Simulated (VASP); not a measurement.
Ga3SiCN3 (an interface model): single point with PBEsol

Crystal: Ga3SiCN3 (an interface model).

```
CELL_PARAMETERS angstrom
2.17843 -2.17843 0.00000
0.00000 0.00000 4.35685
-4.54227 -4.54227 0.00000
ATOMIC_POSITIONS crystal
Si 0.00127 0.01263 0.00315
N 0.99781 0.24623 0.73682
N 0.00820 0.24522 0.24765
N 0.49678 0.75082 0.49694
Ga 0.98210 0.00458 0.48940
Ga 0.48947 0.50054 0.75345
Ga 0.49050 0.48737 0.24736
C 0.48980 0.75241 0.99818
```

| Item | Value |
| --- | --- |
| Program | VASP 6.6.1 |
| Task | single point |
| Functional | PBEsol |
| Potentials or basis | VASP PAW PBE potentials, release 64 (Si, N, Ga_d, C) |
| Cutoff | 520 eV |
| k mesh | 4 × 3 × 2 |
| Occupations | fermi-dirac, width 0.05 eV |
| Spin | no spin polarisation |
| Dipole correction | no |
| Further INCAR settings | ALGO = Normal; EDIFF = 1e-07; NBANDS = 41 |

```
Pressure               : 6.6 GPa
Largest force          : 2.910 eV/Å
Band gap on the k mesh : 1.37 eV, direct
```

Forces in eV/Å, atoms in the order of the input:
```
Si   0.421  1.065 -1.503
N   -2.050 -1.521 -1.079
N    0.713  2.326 -1.504
N   -0.287  0.608 -0.980
Ga  -0.162 -1.175 -1.338
Ga   0.955  0.381  1.016
Ga   0.542 -0.852  2.602
C   -0.134 -0.831  2.786
```

Stress tensor (GPa, compression positive):
```
 6.59 -9.55  1.79
-9.55  5.97 -2.28
 1.79 -2.28  7.09
```

Levels at points of the mesh, in eV from the valence-band top:
| k point | band 28 | band 29 | band 30 | band 31 | band 32 | band 33 | band 34 | band 35 |
| --- | --- | --- | --- | --- | --- | --- | --- | --- |
| (0.00, 0.00, 0.00) | -0.90 | -0.35 | -0.18 | 0.00 | 1.37 | 3.18 | 5.35 | 6.14 |
| (0.50, 0.00, 0.00) | -2.85 | -2.67 | -2.60 | -0.47 | 2.13 | 2.54 | 4.45 | 5.82 |
| (0.00, 0.00, 0.50) | -1.64 | -1.34 | -0.54 | -0.06 | 2.97 | 4.03 | 5.19 | 5.43 |
| (0.50, 0.00, 0.50) | -3.35 | -3.17 | -2.34 | -1.75 | 3.53 | 3.81 | 4.49 | 4.97 |

It took 31 s on 1 thread of Intel(R) Xeon(R) 6975P-C (Granite Rapids), with other jobs on the host, peak memory 0.2 GiB.

Caveat: the k points lie up to 0.51 Å⁻¹ apart; the PAW data sets were made with another functional, which shifts forces and pressure a little.
